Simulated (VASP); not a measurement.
# NiO (F-43m) in VASP: single point with PBE+U

Aim: the single point of NiO with PBE+U.

All numbers are computed with VASP 6.6.1; they aren't measurements. Logs are shortened: lines on timing, memory, paths and dates and some standing lists are left out, and cuts for length are marked.

## Step 1: The cell of the first run

The structure is cubic, space group F-43m (No. 216). The conventional cell has a = 4.649 Å, b = 4.649 Å, c = 4.649 Å, α = 90.00°, β = 90.00°, γ = 90.00°. Within 2.7 Å of Ni (site symmetry -43m) lie 4 O at 2.01 Å. Within 2.7 Å of O (site symmetry -43m) lie 4 Ni at 2.01 Å.

## Step 2: Single point, PBE+U

INCAR reads:

```
PREC = Accurate ; ENCUT = 520
EDIFF = 1E-7 ; ISMEAR = 0
SIGMA = 0.05 ; LREAL = False
LASPH = True ; NELM = 150
ALGO = Normal ; ISIF = 2
LWAVE = False ; LCHARG = True
LMAXMIX = 4 ; LDAU = True
LDAUTYPE = 2 ; LDAUL = 2 -1
LDAUU = 6.2 0 ; LDAUJ = 0 0
LDAUPRINT = 1 ; GGA = PE
LELF = True ; LVHAR = True
NBANDS = 15
```

KPOINTS reads:

```
regular mesh
0
Gamma
  10 10 10
```

POSCAR reads:

```
NiO
1.0
    0.0000000000      2.3247345634      2.3247345634
    2.3247345634      0.0000000000      2.3247345634
    2.3247345634      2.3247345634      0.0000000000
Ni O
1 1
Direct
    0.0000000000      0.0000000000      0.0000000000
    0.2500000000      0.2500000000      0.2500000000
```

Potentials or basis: VASP PAW PBE potentials, release 64 (Ni, O).

Run with:

```console
$ cat potpaw_PBE.64/Ni/POTCAR potpaw_PBE.64/O/POTCAR > POTCAR
$ mpirun -np 1 vasp_std > vasp.out
```

OUTCAR:

```text
PREC = Accurate
   ENCUT = 520
   EDIFF = 1E-7
   ISMEAR = 0
   LREAL = False
   LASPH = True
   NELM = 150
   ISIF = 2
   GGA = PE

 ion  position               nearest neighbor table
   1  0.000  0.000  0.000-   2 2.01   2 2.01   2 2.01   2 2.01
   2  0.250  0.250  0.250-   1 2.01   1 2.01   1 2.01   1 2.01

  LATTYP: Found a face centered cubic cell.
 ALAT       =     4.6494691268

  Lattice vectors:

 A1 = (   0.0000000000,   2.3247345634,   2.3247345634)
 A2 = (   2.3247345634,   0.0000000000,   2.3247345634)
 A3 = (   2.3247345634,   2.3247345634,   0.0000000000)

Analysis of symmetry for initial positions (statically):
=====================================================================
 Subroutine PRICEL returns:
 Original cell was already a primitive cell.

 Routine SETGRP: Setting up the symmetry group for a
 face centered cubic supercell.

 Subroutine GETGRP returns: Found 24 space group operations
 (whereof 24 operations were pure point group operations)
 out of a pool of 48 trial point group operations.

The static configuration has the point symmetry T_d .

Analysis of symmetry for dynamics (positions and initial velocities):
=====================================================================
 Subroutine PRICEL returns:
 Original cell was already a primitive cell.

 Routine SETGRP: Setting up the symmetry group for a
 face centered cubic supercell.

 Subroutine GETGRP returns: Found 24 space group operations
 (whereof 24 operations were pure point group operations)
 out of a pool of 48 trial point group operations.

The dynamic configuration has the point symmetry T_d .

 Subroutine INISYM returns: Found 24 space group operations
 (whereof 24 operations are pure point group operations),
 and found     1 'primitive' translations

----------------------------------------------------------------------------------------

                                     Primitive cell

  volume of cell :      25.1275

[... 145 lines left out ...]
 -0.0000  0.7812  0.0000 -0.0000  0.0000
 -0.0000  0.0000  0.9599  0.0000 -0.0000
 -0.0000 -0.0000  0.0000  0.7812  0.0000
  0.0000  0.0000 -0.0000  0.0000  0.9599

 occupancies and eigenvectors

  o =  0.7812  v =  1.0000  0.0000  0.0000  0.0000  0.0000  0.0000  0.0000  0.0000  0.0000  0.0000      0.0000  0.0000  0.0000  0.0000  0.0000  0.0000  0.0000  0.0000  0.0000  0.0000
  o =  0.7812  v =  0.0000  0.8784 -0.0000  0.4780  0.0000  0.0000  0.0000  0.0000  0.0000  0.0000      0.0000  0.0000  0.0000  0.0000  0.0000  0.0000  0.0000  0.0000  0.0000  0.0000
  o =  0.7812  v =  0.0000  0.0000  0.0000  0.0000  0.0000  1.0000  0.0000  0.0000  0.0000  0.0000      0.0000  0.0000  0.0000  0.0000  0.0000  0.0000  0.0000  0.0000  0.0000  0.0000
  o =  0.7812  v =  0.0000  0.0000  0.0000  0.0000  0.0000  0.0000  0.8784 -0.0000  0.4780  0.0000      0.0000  0.0000  0.0000  0.0000  0.0000  0.0000  0.0000  0.0000  0.0000  0.0000
  o =  0.7812  v =  0.0000  0.0000  0.0000  0.0000  0.0000  0.0000 -0.4780 -0.0000  0.8784  0.0000      0.0000  0.0000  0.0000  0.0000  0.0000  0.0000  0.0000  0.0000  0.0000  0.0000
  o =  0.7812  v =  0.0000 -0.4780 -0.0000  0.8784  0.0000  0.0000  0.0000  0.0000  0.0000  0.0000      0.0000  0.0000  0.0000  0.0000  0.0000  0.0000  0.0000  0.0000  0.0000  0.0000
  o =  0.9599  v =  0.0000  0.0000  0.0000  0.0000  0.0000  0.0000 -0.0000 -0.9922 -0.0000  0.1250      0.0000  0.0000  0.0000  0.0000  0.0000  0.0000  0.0000  0.0000  0.0000  0.0000
  o =  0.9599  v =  0.0000 -0.0000 -0.9922 -0.0000  0.1250  0.0000  0.0000  0.0000  0.0000  0.0000      0.0000  0.0000  0.0000  0.0000  0.0000  0.0000  0.0000  0.0000  0.0000  0.0000
  o =  0.9599  v =  0.0000  0.0000 -0.1250  0.0000 -0.9922  0.0000  0.0000  0.0000  0.0000  0.0000      0.0000  0.0000  0.0000  0.0000  0.0000  0.0000  0.0000  0.0000  0.0000  0.0000
  o =  0.9599  v =  0.0000  0.0000  0.0000  0.0000  0.0000  0.0000  0.0000 -0.1250  0.0000 -0.9922      0.0000  0.0000  0.0000  0.0000  0.0000  0.0000  0.0000  0.0000  0.0000  0.0000

 number of electron      16.0000000 magnetization

 Free energy of the ion-electron system (eV)
  ---------------------------------------------------
  ext. energy  EPLUGINS =         0.00000000
  ---------------------------------------------------
  free energy    TOTEN  =        -7.28824225 eV

  energy without entropy =       -7.28314827  energy(sigma->0) =       -7.28569526

 E-fermi :   3.4636     XC(G=0): -10.5465

 val. band max:        3.4581062698   @ k =   0.5000   0.2000   0.0000
 cond. band min:       3.4802361410   @ k =   0.4000   0.2000   0.1000
 fundamental gap:      0.0221298712
 Fermi energy:         3.4635594230

 k-point     1 :       0.0000    0.0000    0.0000
  band No.  band energies     occupation
      1     -15.0729      2.00000
      2      -1.1586      2.00000
      3      -1.1586      2.00000
      4      -1.1586      2.00000
      5       0.9722      2.00000
      6       0.9722      2.00000
      7       4.5045      0.00000
      8       4.5045      0.00000
      9       4.5045      0.00000
     10       4.7937      0.00000
     11      18.1578      0.00000
     12      18.1578      0.00000
     13      18.1578      0.00000
     14      23.9142      0.00000
[... 401 lines left out ...]
      2      -2.1048      2.00000
      3      -0.6965      2.00000
      4      -0.6690      2.00000
      5       1.1255      2.00000
      6       1.1726      2.00000
      7       2.7426      2.00000
      8       3.2493      2.00000
      9       3.2857      2.00000
     10       8.9693      0.00000
     11      14.1948      0.00000
     12      15.1476      0.00000
     13      17.8419      0.00000
     14      18.3112      0.00000
     15      25.7203      0.00000

 [... further k-points ...]
[... 5 lines left out ...]
  --------------------------------------------------------------------------------------
  -------------------------------------------------------------------------------------
  Total       -3.3230442     -3.3230442     -3.3230442      0.0000000      0.0000000     -0.0000000
  in kB     -211.8832335   -211.8832335   -211.8832335      0.0000000      0.0000000     -0.0000000
  external PRESSURE =    -211.8832335 kB  Pullay stress =       0.0000000 kB

 VOLUME and BASIS-vectors are now :
 -----------------------------------------------------------------------------
  energy-cutoff  :      520.00
  volume of cell :       25.13
      direct lattice vectors                 reciprocal lattice vectors
     0.000000000  2.324734563  2.324734563    -0.215078318  0.215078318  0.215078318
     2.324734563  0.000000000  2.324734563     0.215078318 -0.215078318  0.215078318
     2.324734563  2.324734563  0.000000000     0.215078318  0.215078318 -0.215078318

 POSITION                                       TOTAL-FORCE (eV/Angst)
 -----------------------------------------------------------------------------------
      0.00000      0.00000      0.00000         0.000000      0.000000      0.000000
      1.16237      1.16237      1.16237        -0.000000     -0.000000     -0.000000
 -----------------------------------------------------------------------------------
    total drift:                                0.000000      0.000000      0.000000

  FREE ENERGIE OF THE ION-ELECTRON SYSTEM (eV)
  ---------------------------------------------------
  free  energy   TOTEN  =        -7.2882422504 eV

  energy  without entropy=       -7.2831482686  energy(sigma->0) =       -7.28569526
```

OSZICAR:

```text
N       E                     dE             d eps       ncg     rms          rms(c)
DAV:   1     0.883662799920E+02    0.88366E+02   -0.77844E+03  1433   0.129E+03
DAV:   2    -0.260404543403E+01   -0.90970E+02   -0.80122E+02  1522   0.252E+02
DAV:   3    -0.855042657752E+01   -0.59464E+01   -0.57951E+01  1592   0.728E+01
DAV:   4    -0.860533492938E+01   -0.54908E-01   -0.54882E-01  1691   0.709E+00
DAV:   5    -0.860632508730E+01   -0.99016E-03   -0.99015E-03  1739   0.981E-01    0.118E+01
DAV:   6    -0.902060714301E+01   -0.41428E+00   -0.15135E+01  1489   0.670E+01    0.144E+01
DAV:   7    -0.724986098184E+01    0.17707E+01   -0.85291E+00  1452   0.620E+01    0.427E+00
DAV:   8    -0.726362189516E+01   -0.13761E-01   -0.35998E-01  1650   0.970E+00    0.195E+00
DAV:   9    -0.728619413892E+01   -0.22572E-01   -0.41041E-02  1876   0.311E+00    0.301E-01
DAV:  10    -0.728770910182E+01   -0.15150E-02   -0.12866E-02  1837   0.181E+00    0.168E-01
DAV:  11    -0.728820932936E+01   -0.50023E-03   -0.14782E-03  1582   0.943E-01    0.454E-02
DAV:  12    -0.728823729898E+01   -0.27970E-04   -0.30376E-04  1697   0.178E-01    0.118E-02
DAV:  13    -0.728824183381E+01   -0.45348E-05   -0.53311E-06  1823   0.523E-02    0.476E-03
DAV:  14    -0.728824225982E+01   -0.42601E-06   -0.14206E-06  1706   0.151E-02    0.249E-03
DAV:  15    -0.728824225038E+01    0.94376E-08   -0.26711E-07  1365   0.722E-03
   1 F= -.72882423E+01 E0= -.72856953E+01  d E =-.509398E-02
```

It took 42 s on 1 thread of AMD EPYC 7R43 (Zen 3), shared host; peak memory 0.11 GiB.

Results:

```
Free energy            : -7.2882 eV
Pressure               : -21.2 GPa
Band gap on the k mesh : zero (band 8 reaches 4.50 eV, above the bottom of band 9 at 2.87 eV)
```

Eigenvalues of the final occupation matrices:
```csv
site,spin,trace,eigenvalues
site 1 d,1,4.26,0.78 0.78 0.78 0.96 0.96
site 1 d,2,4.26,0.78 0.78 0.78 0.96 0.96
```

Caveat: the run has no spin polarisation, though such a crystal can be magnetic; U without spin polarisation on a metal has little footing.
